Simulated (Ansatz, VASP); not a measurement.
**SiNi in VASP and in Ansatz**

Contents of INCAR:

```
SYSTEM = SiNi
PREC = Accurate
ENCUT = 520
EDIFF = 1E-6
ISMEAR = 0
SIGMA = 0.15
LREAL = .FALSE.
LASPH = .TRUE.
NELM = 100
ALGO = Normal
ISIF = 2
LWAVE = .FALSE.
LCHARG = .FALSE.
GGA = PS
NBANDS = 38
```

The input KPOINTS:

```
Automatic mesh
0
G
  10 10 10
  0 0 0
```

Contents of POSCAR:

```
SiNi
1.0
    4.4679770072      0.0000000000      0.0000000000
    0.0000000000      4.4679770072      0.0000000000
    0.0000000000      0.0000000000      4.1105388466
Si Ni
4 4
Direct
    0.8464645187      0.8464645187      0.8464645187
    0.6535354813      0.1535354813      0.3464645187
    0.3464645187      0.6535354813      0.1535354813
    0.1535354813      0.3464645187      0.6535354813
    0.1489904732      0.1489904732      0.1489904732
    0.3510095268      0.8510095268      0.6489904732
    0.6489904732      0.3510095268      0.8510095268
    0.8510095268      0.6489904732      0.3510095268
```

Input for Ansatz:

```yaml
crystal:
  lattice:
    - [4.4679770072, 0.0, 0.0]
    - [0.0, 4.4679770072, 0.0]
    - [0.0, 0.0, 4.1105388466]
  atoms:
    - { symbol: Si, position: [0.8464645187, 0.8464645187, 0.8464645187] }
    - { symbol: Si, position: [0.6535354813, 0.1535354813, 0.3464645187] }
    - { symbol: Si, position: [0.3464645187, 0.6535354813, 0.1535354813] }
    - { symbol: Si, position: [0.1535354813, 0.3464645187, 0.6535354813] }
    - { symbol: Ni, position: [0.1489904732, 0.1489904732, 0.1489904732] }
    - { symbol: Ni, position: [0.3510095268, 0.8510095268, 0.6489904732] }
    - { symbol: Ni, position: [0.6489904732, 0.3510095268, 0.8510095268] }
    - { symbol: Ni, position: [0.8510095268, 0.6489904732, 0.3510095268] }
basis:
  ecutwfc: 420
kpoints:
  mp_grid: { grid: [10, 10, 10] }
hamiltonian:
  xc: pbesol
scf:
  occupations: { method: gaussian, width: 0.15 }
output:
  forces: true
  stress: true
  eigenvalues: true
```

Change from the starting cell: strain +0.000 along x and y, -0.080 along z, atoms carried along.

Alike in both runs: task single point; functional PBEsol; k mesh 10 × 10 × 10; occupations gaussian, width 0.15 eV; no spin polarisation.

```csv
,VASP,Ansatz
version,VASP 6.6.1,Ansatz 0.2.0
potentials or method,"VASP PAW PBE potentials, release 64 (Si, Ni), cutoff 520 eV","scalar-relativistic, plane waves, PAW"
valence electrons in the cell,56,88
```

VASP gave:

```
gap on the k mesh at the Fermi level (eV)                     : none
pressure (GPa)                                                : 22.3
traceless stress, the component that is largest in VASP (GPa) : 12.65
rms of the force components (eV/Å)                            : 0.215
```

Q: Estimate Ansatz's values.

A: gap on the k mesh at the Fermi level (eV): none; pressure (GPa): 22.0; traceless stress, the component that is largest in VASP (GPa): 12.52; rms of the force components (eV/Å): 0.213.

VASP's potentials were made for PBE, not for PBEsol. Atom by atom the forces differ by 0.003 eV/Å (rms over components). A gap of «none» marks a metal or a gap that the smearing closes. VASP's potentials hold 56 valence electrons a cell and Ansatz's 88, so a difference there can come from the potentials and not from the codes.
